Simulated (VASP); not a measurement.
# C in VASP: single point with PBEsol

Aim: the single point of C with PBEsol.

Program: VASP 6.6.1. These are calculated values, not measurements. Logs are shortened: lines on timing, memory, paths and dates and some standing lists are left out, and cuts for length are marked.

## (1) The cell of the first run

The cell holds a slab with vacuum, 24 atoms: a = 2.459 Å, b = 7.727 Å, c = 25.906 Å, α = 90.00°, β = 90.00°, γ = 99.15°.

## (2) Single point, PBEsol

The input, INCAR:

```
ALGO = Normal
DIPOL = 0.5 0.5 0.500
EDIFF = 1E-6
ENCUT = 520
GGA = PS
IDIPOL = 3
ISIF = 2
ISMEAR = 0
LASPH = True
LCHARG = False
LDIPOL = True
LREAL = Auto
LWAVE = False
NBANDS = 66
NELM = 100
PREC = Accurate
SIGMA = 0.1
```

The input, KPOINTS:

```
k-points
0
Gamma
  14 5 1
```

The input, POSCAR:

```
C
1.0
    2.4587444254      0.0000000000      0.0000000000
   -1.2289376231      7.6288960467      0.0000000000
    0.0000000000      0.0000000000     25.9064941272
C
24
Direct
    0.6970403455      0.1434213694      0.2912243398
    0.1967443514      0.6446846385      0.2913118754
    0.6848022639      0.6211436238      0.3139955685
    0.1849955301      0.1196440351      0.3138886962
    0.1576028405      0.0651532072      0.3683075709
    0.6575623764      0.5670120502      0.3684455220
    0.1448667710      0.5416982177      0.3942526752
    0.6448512229      0.0397169865      0.3941048366
    0.6188786009      0.9879300895      0.4472069586
    0.1190406114      0.4902350553      0.4473802224
    0.6064142835      0.4650251014      0.4735881380
    0.1061939387      0.9625991322      0.4734033372
    0.0805846647      0.9115792700      0.5264114776
    0.5808073452      0.4140099507      0.5265966810
    0.0681235988      0.3886804989      0.5527934463
    0.5679590400      0.8863700917      0.5526190427
    0.5421412174      0.8349229535      0.6057478300
    0.0421482336      0.3368854643      0.6058949850
    0.5293904469      0.3114360922      0.6316909199
    0.0294549318      0.8096280914      0.6315561850
    0.0022390102      0.7555501124      0.6860097201
    0.5019759646      0.2569030318      0.6861060412
    0.9899170574      0.2331077092      0.7087688833
    0.4903041109      0.7320328093      0.7086950472
```

Potentials or basis: VASP PAW PBE potentials, release 64 (C).

The run is started by

```bash
$ cat potpaw_PBE.64/C/POTCAR > POTCAR
$ mpirun -np 1 vasp_std > vasp.out
```

OUTCAR:

```text
EDIFF = 1E-6
   ENCUT = 520
   GGA = PS
   ISIF = 2
   ISMEAR = 0
   LASPH = True
   LREAL = Auto
   NELM = 100
   PREC = Accurate

 ion  position               nearest neighbor table
   1  0.697  0.143  0.291-   4 1.37   4 1.37
   2  0.197  0.645  0.291-   3 1.37   3 1.37
   3  0.685  0.621  0.314-   2 1.37   2 1.37   6 1.47
   4  0.185  0.120  0.314-   1 1.37   1 1.37   5 1.47
   5  0.158  0.065  0.368-   8 1.41   8 1.41   4 1.47
   6  0.658  0.567  0.368-   7 1.41   7 1.41   3 1.47
   7  0.145  0.542  0.394-   6 1.41   6 1.41  10 1.43
   8  0.645  0.040  0.394-   5 1.41   5 1.41   9 1.43
[... 12 lines left out ...]
  21  0.002  0.756  0.686-  24 1.37  24 1.37  20 1.47
  22  0.502  0.257  0.686-  23 1.37  23 1.37  19 1.47
  23  0.990  0.233  0.709-  22 1.37  22 1.37
  24  0.490  0.732  0.709-  21 1.37  21 1.37

  LATTYP: Found a simple monoclinic cell.
 ALAT       =     2.4587444254
 B/A-ratio  =    10.5364729492
 C/A-ratio  =     3.1427612750
 COS(beta)  =    -0.1590395209

  Lattice vectors:

 A1 = (   2.4587444254,   0.0000000000,   0.0000000000)
 A2 = (   0.0000000000,   0.0000000000, -25.9064941272)
 A3 = (  -1.2289376231,   7.6288960467,   0.0000000000)

Analysis of symmetry for initial positions (statically):
=====================================================================
 Subroutine PRICEL returns:
 Original cell was already a primitive cell.

 Routine SETGRP: Setting up the symmetry group for a
 simple monoclinic supercell.

 Subroutine GETGRP returns: Found  1 space group operations
 (whereof  1 operations were pure point group operations)
 out of a pool of  4 trial point group operations.

The static configuration has the point symmetry C_1 .

Analysis of symmetry for dynamics (positions and initial velocities):
=====================================================================
 Subroutine PRICEL returns:
 Original cell was already a primitive cell.

 Routine SETGRP: Setting up the symmetry group for a
 simple monoclinic supercell.

 Subroutine GETGRP returns: Found  1 space group operations
 (whereof  1 operations were pure point group operations)
 out of a pool of  4 trial point group operations.

The dynamic configuration has the point symmetry C_1 .

 Subroutine INISYM returns: Found  1 space group operations
 (whereof  1 operations are pure point group operations),
 and found     1 'primitive' translations

----------------------------------------------------------------------------------------

                                     Primitive cell

  volume of cell :     485.9412

  direct lattice vectors                    reciprocal lattice vectors
     2.458744425  0.000000000  0.000000000     0.406711649  0.065517113  0.000000000
    -1.228937623  7.628896047  0.000000000     0.000000000  0.131080564  0.000000000
     0.000000000  0.000000000 25.906494127     0.000000000  0.000000000  0.038600360

  length of vectors
     2.458744425  7.727246765 25.906494127     0.411954922  0.131080564  0.038600360

  position of ions in fractional coordinates (direct lattice)
     0.697040345  0.143421369  0.291224340
     0.196744351  0.644684639  0.291311875
     0.684802264  0.621143624  0.313995568
     0.184995530  0.119644035  0.313888696
     0.157602840  0.065153207  0.368307571
     0.657562376  0.567012050  0.368445522
[... 16 lines left out ...]
     0.989917057  0.233107709  0.708768883
     0.490304111  0.732032809  0.708695047

  ion indices of the primitive-cell ions
   primitive index   ion index
                 1           1
                 2           2
                 3           3
                 4           4
                 5           5
                 6           6
[... 16 lines left out ...]
                23          23
                24          24

----------------------------------------------------------------------------------------

 KPOINTS: k-points

Automatic generation of k-mesh.
 Grid dimensions read from file:
 generate k-points for:   14    5    1

 Generating k-lattice:

  Cartesian coordinates                     Fractional coordinates (reciprocal lattice)
     0.029050832  0.004679794  0.000000000     0.071428571  0.000000000  0.000000000
     0.000000000  0.026216113  0.000000000     0.000000000  0.200000000  0.000000000
     0.000000000  0.000000000  0.038600360     0.000000000  0.000000000  1.000000000

  Length of vectors
     0.029425352  0.026216113  0.038600360

  Shift w.r.t. Gamma in fractional coordinates (k-lattice)
     0.000000000  0.000000000  0.000000000

 Subroutine IBZKPT returns following result:
 ===========================================

 Found     36 irreducible k-points:

 Following reciprocal coordinates:
            Coordinates               Weight
  0.000000  0.000000  0.000000      1.000000
  0.071429  0.000000  0.000000      2.000000
  0.142857  0.000000  0.000000      2.000000
  0.214286  0.000000  0.000000      2.000000
  0.285714  0.000000  0.000000      2.000000
  0.357143 -0.000000  0.000000      2.000000
[... 16 lines left out ...]
  0.000000  0.400000  0.000000      2.000000
  0.071429  0.400000  0.000000      2.000000
 [... further k-points ...]
   k-points           NKPTS =     36   k-points in BZ     NKDIM =     36   number of bands    NBANDS=     66
   number of dos      NEDOS =    301   number of ions     NIONS =     24
   total plane-waves  NPLWV = 211680
   dimension x,y,z NGX =    18 NGY =   60 NGZ =  196
   dimension x,y,z NGXF=    36 NGYF=  120 NGZF=  392
   ions per type =              24
   NGX,Y,Z   is equivalent  to a cutoff of  12.17, 12.91, 12.58 a.u.
   NGXF,Y,Z  is equivalent  to a cutoff of  24.34, 25.82, 25.16 a.u.
 SYSTEM =  unknown system
   PREC   = accura    normal or accurate (medium, high low for compatibility)
   ISTART =      0    job   : 0-new  1-cont  2-samecut
   ICHARG =      2    charge: 1-file 2-atom 10-const
   ISPIN  =      1    spin polarized calculation?
   LNONCOLLINEAR =      F non collinear calculations
   LSORBIT =      F    spin-orbit coupling
   LASPH  =      T    aspherical Exc in radial PAW
   ENCUT  =  520.0 eV  38.22 Ry    6.18 a.u.   4.57 14.37 48.17*2*pi/ulx,y,z
   NELM   =    100;   NELMIN=  2; NELMDL= -5     # of ELM steps
   EDIFF  = 0.1E-05   stopping-criterion for ELM
   LREAL  =      T    real-space projection
   EDIFFG = 0.1E-04   stopping-criterion for IOM
   NSW    =      0    number of steps for IOM
   IBRION =     -1    ionic relax: 0-MD 1-quasi-New 2-CG
   NFREE  =      0    steps in history (QN), initial steepest desc. (CG)
   ISIF   =      2    stress and relaxation
   ISYM   =      2    0-nonsym 1-usesym 2-fastsym
   POTIM  = 0.5000    time-step for ionic-motion
   TEBEG  =    0.0;   TEEND  =   0.0 temperature during run
   PSTRESS=    0.0 pullay stress
   NELECT =      96.0000    total number of electrons
   NUPDOWN=      -1.0000    fix difference up-down
   EMIN   =  10.00;   EMAX   =-10.00  energy-range for DOS
   EFERMI =   0.00;   METHOD = LEGACY
   ISMEAR =     0;   SIGMA  =   0.10  broadening in eV -4-tet -1-fermi 0-gaus
   EFERMI_NEDOS =   21; number of points for ismear=-14 and -15
   IALGO  =     38    algorithm
   IMIX   =      4    mixing-type and parameters
     AMIX     =   0.40;   BMIX     =  1.00
     AMIX_MAG =   1.60;   BMIX_MAG =  1.00
  volume/ion in A,a.u.               =      20.25       136.64
  Fermi-wavevector in a.u.,A,eV,Ry     =   0.953463  1.801784 12.368952  0.909092
  Thomas-Fermi vector in A             =   2.082121
   LORBIT       =      0    0 simple, 1 ext, 2 COOP (PROOUT), +10 PAW based schemes
   GGA     = PS    functional components
   LHFCALC =     F    Hartree Fock is set to
   AEXX    =    0.0000 exact exchange contribution
   IVDW    =     0    specifies the selected vdW correction
   LEPSILON=     F    determine dielectric tensor
   LRPA    =     F    only Hartree local field effects (RPA)
 non-spin polarized calculation
 Gauss-broadening in eV      SIGMA  =   0.10
  energy-cutoff  :      520.00
  volume of cell :      485.94
 maximum number of plane-waves:     13173
   NGX =  9   NGY = 29   NGZ = 97

 dipolmoment           0.000000      0.000000     -0.000027 electrons x Angstroem

 number of electron      96.0000003 magnetization

 dipolmoment           0.000000      0.000000      0.000019 electrons x Angstroem

 Free energy of the ion-electron system (eV)
  ---------------------------------------------------
  ext. energy  EPLUGINS =         0.00000000
  ---------------------------------------------------
  free energy    TOTEN  =      -217.90994650 eV

  energy without entropy =     -217.85528779  energy(sigma->0) =     -217.88261715

 E-fermi :  -1.3674     XC(G=0):  -5.2784

 val. band max:       -1.3788656261   @ k =   0.2143   0.4000   0.0000
 cond. band min:      -1.3636733350   @ k =   0.2143   0.4000   0.0000
 fundamental gap:      0.0151922910
 Fermi energy:        -1.3674090065

 k-point     1 :       0.0000    0.0000    0.0000
  band No.  band energies     occupation
      1     -20.8847      2.00000
      2     -20.7412      2.00000
      3     -20.4373      2.00000
      4     -20.3086      2.00000
      5     -19.6615      2.00000
      6     -19.5558      2.00000
[... 52 lines left out ...]
     59       4.4935      0.00000
     60       4.7058      0.00000

 k-point     2 :       0.0714    0.0000    0.0000
  band No.  band energies     occupation
      1     -20.7933      2.00000
      2     -20.6515      2.00000
      3     -20.3466      2.00000
      4     -20.2196      2.00000
      5     -19.5723      2.00000
      6     -19.4679      2.00000
[... 1375 lines left out ...]
     59       4.6894      0.00000
     60       4.6994      0.00000

 k-point    24 :       0.0714    0.4000    0.0000
  band No.  band energies     occupation
      1     -20.7385      2.00000
      2     -20.7093      2.00000
      3     -20.2971      2.00000
      4     -20.2711      2.00000
      5     -19.5312      2.00000
      6     -19.5098      2.00000
[... 52 lines left out ...]
     59       4.6838      0.00000
     60       4.9023      0.00000

 [... further k-points ...]

 [bands above 60 left out]

------------------------ aborting loop because EDIFF is reached ----------------------------------------

 vacuum level on the upper side and lower side of the slab       (xc-potential included)        -0.123        -0.119

  FORCE on cell =-STRESS in cart. coord.  units (eV):
  Direction    XX          YY          ZZ          XY          YZ          ZX
  --------------------------------------------------------------------------------------
  -------------------------------------------------------------------------------------
  Total        9.3782095     -0.2359886      0.9861342     -0.0125126     -0.4358344      0.0267635
  in kB       30.9205195     -0.7780685      3.2513437     -0.0412548     -1.4369722      0.0882409
  external PRESSURE =      11.1312649 kB  Pullay stress =       0.0000000 kB

 VOLUME and BASIS-vectors are now :
 -----------------------------------------------------------------------------
  energy-cutoff  :      520.00
  volume of cell :      485.94
      direct lattice vectors                 reciprocal lattice vectors
     2.458744425  0.000000000  0.000000000     0.406711649  0.065517113  0.000000000
    -1.228937623  7.628896047  0.000000000     0.000000000  0.131080564  0.000000000
     0.000000000  0.000000000 25.906494127     0.000000000  0.000000000  0.038600360

 POSITION                                       TOTAL-FORCE (eV/Angst)
 -----------------------------------------------------------------------------------
      1.53759      1.09415      7.54460        -0.005081      0.016952     -0.055360
     -0.30853      4.91823      7.54687        -0.003492      0.027608     -0.054447
      0.92041      4.73864      8.13452        -0.001906     -0.000409      0.002250
      0.30782      0.91275      8.13176         0.001497      0.003726      0.002701
      0.30744      0.49705      9.54156         0.002857      0.008679     -0.002317
      0.91996      4.32568      9.54513         0.008308     -0.001610     -0.005084
[... 16 lines left out ...]
      2.14748      1.77835     18.36172         0.001640     -0.018299      0.055219
      0.30591      5.58460     18.35980         0.003408     -0.017655      0.054912
 -----------------------------------------------------------------------------------
    total drift:                                0.018140      0.022621      0.000906

  FREE ENERGIE OF THE ION-ELECTRON SYSTEM (eV)
  ---------------------------------------------------
  free  energy   TOTEN  =      -217.9099465042 eV

  energy  without entropy=     -217.8552877895  energy(sigma->0) =     -217.88261715

 vacuum level on the upper side and lower side of the slab         4.602         4.612
```

Run time: 32 min. Hardware: 1 thread of Intel Xeon 6975P-C (Granite Rapids), shared host; peak memory 0.89 GiB.

Results:

```yaml
Free_energy: -217.9099 eV
Largest_force: 0.061 eV/Å
Band_gap_on_the_k_mesh: zero (bands 48 and 49 overlap by 0.46 eV)
```

Forces on the atoms (eV/Å):
```
C   -0.005  0.017 -0.055
C   -0.003  0.028 -0.054
C   -0.002  0.000  0.002
C    0.001  0.004  0.003
C    0.003  0.009 -0.002
C    0.008 -0.002 -0.005
C   -0.010 -0.006  0.025
C   -0.006 -0.004  0.019
C    0.004 -0.006  0.002
C    0.006 -0.008  0.005
C    0.004  0.004 -0.020
C   -0.007  0.010 -0.014
C    0.003 -0.002  0.015
C   -0.001 -0.001  0.011
C    0.006  0.002 -0.001
C    0.000  0.007 -0.010
C   -0.005 -0.001 -0.019
C   -0.006  0.000 -0.018
C   -0.002 -0.007  0.007
C    0.000 -0.001  0.007
C    0.001  0.001 -0.001
C    0.006 -0.006 -0.007
C    0.002 -0.018  0.055
C    0.003 -0.018  0.055
```

Caveat: the PAW data sets were made with another functional, which shifts forces and pressure a little.
